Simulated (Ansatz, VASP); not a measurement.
## Cs: VASP beside Ansatz

Contents of INCAR:

```
PREC = Accurate
ENCUT = 500
EDIFF = 1E-6
ISMEAR = -1
SIGMA = 0.0816
LREAL = F
LASPH = T
NELM = 120
ALGO = Normal
ISIF = 2
LWAVE = F
LCHARG = F
GGA = PE
NBANDS = 16
GGA_COMPAT = F
```

File KPOINTS:

```
Automatic mesh
0
Gamma
  4 4 4
```

Contents of POSCAR:

```
Cs
1.0
    6.1543120881      0.0000000000      0.0000000000
    0.0000000000      6.1543120881      0.0000000000
    0.0000000000      0.0000000000      6.1543120881
Cs
2
Direct
    0.0000000000      0.0000000000      0.0000000000
    0.5000000000      0.5000000000      0.5000000000
```

Input for Ansatz:

```yaml
crystal:
  lattice:
    - [6.1543120881, 0.0, 0.0]
    - [0.0, 6.1543120881, 0.0]
    - [0.0, 0.0, 6.1543120881]
  atoms:
    - { symbol: Cs, position: [0.0, 0.0, 0.0] }
    - { symbol: Cs, position: [0.5, 0.5, 0.5] }
kpoints:
  mp_grid: { grid: [4, 4, 4] }
scf:
  occupations: { method: fermi_dirac, width: 0.0816 }
hamiltonian:
  xc: pbe
  pseudopotentials: { kind: paw }
output:
  forces: true
  stress: true
  eigenvalues: true
  core_levels:
    shells: { Cs: ["3d"] }
    counted_from: fermi_level
    add_spin: false
```

Alike in both runs: task single point; functional PBE; k mesh 4 × 4 × 4; occupations fermi-dirac, width 0.0816 eV; no spin polarisation.

```csv
,VASP,Ansatz
version,VASP 6.6.1,Ansatz 0.2.0
potentials or method,"VASP PAW PBE potentials, release 64 (Cs_sv)","PAW with Ansatz's default frozen-core files, scalar-relativistic"
plane-wave cutoff (eV),500,420
valence electrons in the cell,18,18
```

```csv
,VASP,Ansatz,Ansatz less VASP
pressure (GPa),0.0,0.0,+0.01
```

Spin-orbit coupling is off throughout.
